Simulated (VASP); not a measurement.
# Sb in VASP: notebook, part 2 of 3

VASP 6.6.1. The steps go on from the part before.

### 3 Electric field gradients, PBEsol (volume scaled by 0.94)

Input file INCAR:

```
SYSTEM = Sb
PREC = Accurate
ENCUT = 520
EDIFF = 1E-8
ISMEAR = -1
SIGMA = 0.08
LREAL = .FALSE.
LASPH = .TRUE.
NELM = 100
ALGO = Normal
ISIF = 2
LWAVE = .FALSE.
LCHARG = .FALSE.
GGA = PS
LEFG = .TRUE.
NBANDS = 8
```

Input file KPOINTS:

```
regular mesh
0
G
  12 12 12
  0 0 0
```

Input file POSCAR:

```
Sb
1.0
    3.0954921035      0.0000000000      0.0000000000
    0.0000000000      3.0954921035      0.0000000000
    0.0000000000      0.0000000000      3.0954921035
Sb
1
Direct
    0.0000000000      0.0000000000      0.0000000000
```

Potentials or basis: VASP PAW PBE potentials, release 64 (Sb).

Command:

```
> cat potpaw_PBE.64/Sb/POTCAR > POTCAR
> mpirun -np 1 vasp_std > vasp.out
```

OUTCAR:

```text
SYSTEM = Sb
   PREC = Accurate
   ENCUT = 520
   EDIFF = 1E-8
   ISMEAR = -1
   LREAL = .FALSE.
   LASPH = .TRUE.
   NELM = 100
   ISIF = 2
   GGA = PS

 ion  position               nearest neighbor table
   1  0.000  0.000  0.000-

  LATTYP: Found a simple cubic cell.
 ALAT       =     3.0954921035

  Lattice vectors:

 A1 = (   3.0954921035,   0.0000000000,   0.0000000000)
 A2 = (   0.0000000000,   3.0954921035,   0.0000000000)
 A3 = (   0.0000000000,   0.0000000000,   3.0954921035)

Analysis of symmetry for initial positions (statically):
=====================================================================
 Subroutine PRICEL returns:
 Original cell was already a primitive cell.

 Routine SETGRP: Setting up the symmetry group for a
 simple cubic supercell.

 Subroutine GETGRP returns: Found 48 space group operations
 (whereof 48 operations were pure point group operations)
 out of a pool of 48 trial point group operations.

The static configuration has the point symmetry O_h .

Analysis of symmetry for dynamics (positions and initial velocities):
=====================================================================
 Subroutine PRICEL returns:
 Original cell was already a primitive cell.

 Routine SETGRP: Setting up the symmetry group for a
 simple cubic supercell.

 Subroutine GETGRP returns: Found 48 space group operations
 (whereof 48 operations were pure point group operations)
 out of a pool of 48 trial point group operations.

The dynamic configuration has the point symmetry O_h .

 Subroutine INISYM returns: Found 48 space group operations
 (whereof 48 operations are pure point group operations),
 and found     1 'primitive' translations

----------------------------------------------------------------------------------------

                                     Primitive cell

  volume of cell :      29.6612

  direct lattice vectors                    reciprocal lattice vectors
     3.095492103  0.000000000  0.000000000     0.323050412  0.000000000  0.000000000
     0.000000000  3.095492103  0.000000000     0.000000000  0.323050412  0.000000000
     0.000000000  0.000000000  3.095492103     0.000000000  0.000000000  0.323050412

  length of vectors
     3.095492103  3.095492103  3.095492103     0.323050412  0.323050412  0.323050412

  position of ions in fractional coordinates (direct lattice)
     0.000000000  0.000000000  0.000000000

  ion indices of the primitive-cell ions
   primitive index   ion index
                 1           1

----------------------------------------------------------------------------------------

 KPOINTS: regular mesh

Automatic generation of k-mesh.
 Grid dimensions read from file:
 generate k-points for:   12   12   12

 Generating k-lattice:

  Cartesian coordinates                     Fractional coordinates (reciprocal lattice)
     0.026920868  0.000000000  0.000000000     0.083333333  0.000000000  0.000000000
     0.000000000  0.026920868  0.000000000     0.000000000  0.083333333  0.000000000
     0.000000000  0.000000000  0.026920868     0.000000000  0.000000000  0.083333333

[... 66 lines left out ...]
   PSTRESS=    0.0 pullay stress
   NELECT =       5.0000    total number of electrons
   NUPDOWN=      -1.0000    fix difference up-down
   EMIN   =  10.00;   EMAX   =-10.00  energy-range for DOS
   EFERMI =   0.00;   METHOD = LEGACY
   ISMEAR =    -1;   SIGMA  =   0.08  broadening in eV -4-tet -1-fermi 0-gaus
   EFERMI_NEDOS =   21; number of points for ismear=-14 and -15
   IALGO  =     38    algorithm
   IMIX   =      4    mixing-type and parameters
     AMIX     =   0.40;   BMIX     =  1.00
     AMIX_MAG =   1.60;   BMIX_MAG =  1.00
  volume/ion in A,a.u.               =      29.66       200.16
  Fermi-wavevector in a.u.,A,eV,Ry     =   0.904347  1.708968 11.127438  0.817844
  Thomas-Fermi vector in A             =   2.027783
   LORBIT       =      0    0 simple, 1 ext, 2 COOP (PROOUT), +10 PAW based schemes
   GGA     = PS    functional components
   LHFCALC =     F    Hartree Fock is set to
   AEXX    =    0.0000 exact exchange contribution
   IVDW    =     0    specifies the selected vdW correction
   LEPSILON=     F    determine dielectric tensor
   LRPA    =     F    only Hartree local field effects (RPA)
 non-spin polarized calculation
  energy-cutoff  :      520.00
  volume of cell :       29.66
 maximum number of plane-waves:       840
 NGX is ok and might be reduce to    24
   NGX = 11   NGY = 11   NGZ = 11

 number of electron       4.9999999 magnetization

 Free energy of the ion-electron system (eV)
  ---------------------------------------------------
  ext. energy  EPLUGINS =         0.00000000
  ---------------------------------------------------
  free energy    TOTEN  =        -4.52187205 eV

  energy without entropy =       -4.50687122  energy(sigma->0) =       -4.51437163

 E-fermi :   7.1379     XC(G=0):  -9.7783

 val. band max:        7.1207342800   @ k =   0.4167   0.2500   0.0833
 cond. band min:       7.1541030574   @ k =   0.1667   0.0833   0.0000
 fundamental gap:      0.0333687774
 Fermi energy:         7.1379062638

 k-point     1 :       0.0000    0.0000    0.0000
  band No.  band energies     occupation
      1      -5.3870      2.00000
      2      10.3326      0.00000
      3      10.3326      0.00000
      4      10.3326      0.00000
      5      14.0127      0.00000
      6      14.0127      0.00000
      7      15.2277      0.00000
      8      24.8214      0.00000
[... 243 lines left out ...]
 k-point    24 :       0.4167    0.3333    0.0000
  band No.  band energies     occupation
      1      -1.7058      2.00000
      2       3.3315      2.00000
      3       5.2459      2.00000
      4      11.0972      0.00000
      5      13.5534      0.00000
      6      17.9064      0.00000
      7      20.0273      0.00000
      8      20.2162      0.00000

 [... further k-points ...]

------------------------ aborting loop because EDIFF is reached ----------------------------------------

  FORCE on cell =-STRESS in cart. coord.  units (eV):
  Direction    XX          YY          ZZ          XY          YZ          ZX
  --------------------------------------------------------------------------------------
  -------------------------------------------------------------------------------------
  Total       -0.3232031     -0.3232031     -0.3232031     -0.0000000     -0.0000000      0.0000000
  in kB      -17.4580985    -17.4580985    -17.4580985     -0.0000000     -0.0000000      0.0000000
  external PRESSURE =     -17.4580985 kB  Pullay stress =       0.0000000 kB

 VOLUME and BASIS-vectors are now :
 -----------------------------------------------------------------------------
  energy-cutoff  :      520.00
  volume of cell :       29.66
      direct lattice vectors                 reciprocal lattice vectors
     3.095492103  0.000000000  0.000000000     0.323050412  0.000000000  0.000000000
     0.000000000  3.095492103  0.000000000     0.000000000  0.323050412  0.000000000
     0.000000000  0.000000000  3.095492103     0.000000000  0.000000000  0.323050412

 POSITION                                       TOTAL-FORCE (eV/Angst)
 -----------------------------------------------------------------------------------
      0.00000      0.00000      0.00000         0.000000      0.000000      0.000000
 -----------------------------------------------------------------------------------
    total drift:                                0.000000      0.000000      0.000000

  FREE ENERGIE OF THE ION-ELECTRON SYSTEM (eV)
  ---------------------------------------------------
  free  energy   TOTEN  =        -4.5218720470 eV

  energy  without entropy=       -4.5068712197  energy(sigma->0) =       -4.51437163

 Electric field gradients (V/A^2)
---------------------------------------------------------------------
 ion       V_xx      V_yy      V_zz      V_xy      V_xz      V_yz
---------------------------------------------------------------------
   1      -0.000    -0.000    -0.000     0.000     0.000     0.000
---------------------------------------------------------------------

 Electric field gradients after diagonalization (V/A^2)
 (convention: |V_zz| > |V_xx| > |V_yy|)
----------------------------------------------------------------------
 ion       V_xx      V_yy      V_zz     asymmetry (V_yy - V_xx)/ V_zz
----------------------------------------------------------------------
   1      -0.000    -0.000    -0.000      -0.478
----------------------------------------------------------------------

           NMR quadrupolar parameters

 Cq : quadrupolar parameter    Cq=e*Q*V_zz/h
 eta: asymmetry parameters     (V_yy - V_xx)/ V_zz
 Q  : nuclear electric quadrupole moment in mb (millibarn)
----------------------------------------------------------------------
 ion       Cq(MHz)       eta       Q (mb)
----------------------------------------------------------------------
   1      -0.000      -0.478       1.000
----------------------------------------------------------------------
```

OSZICAR:

```text
N       E                     dE             d eps       ncg     rms          rms(c)
DAV:   1     0.438742843431E+01    0.43874E+01   -0.16475E+03  1360   0.403E+02
DAV:   2    -0.441596805749E+01   -0.88034E+01   -0.83690E+01  1864   0.509E+01
DAV:   3    -0.452320203483E+01   -0.10723E+00   -0.10705E+00  1552   0.648E+00
DAV:   4    -0.452366006613E+01   -0.45803E-03   -0.45802E-03  2064   0.498E-01
DAV:   5    -0.452366183308E+01   -0.17670E-05   -0.17669E-05  1632   0.208E-02    0.187E+00
DAV:   6    -0.452263681778E+01    0.10250E-02   -0.32813E-04  1832   0.123E-01    0.111E+00
DAV:   7    -0.452186257426E+01    0.77424E-03   -0.85258E-04  1472   0.189E-01    0.591E-02
DAV:   8    -0.452187123800E+01   -0.86637E-05   -0.25146E-05  1904   0.342E-02    0.486E-03
DAV:   9    -0.452187207542E+01   -0.83741E-06   -0.66989E-07  1800   0.568E-03    0.146E-03
DAV:  10    -0.452187200031E+01    0.75106E-07   -0.13611E-07  1736   0.202E-03    0.176E-04
DAV:  11    -0.452187202449E+01   -0.24182E-07   -0.11717E-09  1600   0.235E-04    0.790E-05
DAV:  12    -0.452187204066E+01   -0.16165E-07   -0.48048E-10   984   0.123E-04    0.606E-05
DAV:  13    -0.452187204699E+01   -0.63347E-08   -0.22624E-11   904   0.321E-05
   1 F= -.45218720E+01 E0= -.45143716E+01  d E =-.150008E-01
```

stdout:

```text
POSCAR found type information on POSCAR Sb
 POSCAR found :  1 types and       1 ions
 scaLAPACK will be used
 -----------------------------------------------------------------------------
|                                                                             |
|                                                                             |
|     You enforced a specific xc type in the INCAR file but a different       |
|     I HOPE YOU KNOW WHAT YOU ARE DOING!                                     |
|                                                                             |
 -----------------------------------------------------------------------------

 LDA part: xc-table for (Slater+PW92), standard interpolation
 POSCAR, INCAR and KPOINTS ok, starting setup
 FFT: planning ... GRIDC
 FFT: planning ... GRID_SOFT
 FFT: planning ... GRID
 WAVECAR not read
 entering main loop
ion   1
```

Wall time 6.8 s (1 thread of Intel Xeon 6975P-C, shared host); peak memory 0.15 GiB.

What came out:

* Free energy: -4.5219 eV
* Pressure: -1.7 GPa

Caveat: without QUAD_EFG the Cq values of the log hold for a quadrupole moment of 1 mb, not for the nuclei; the PAW data sets were made with another functional, which shifts forces and pressure a little; spin-orbit coupling is left out, which moves the levels of the heavy elements.

[end of part 2 of 3]
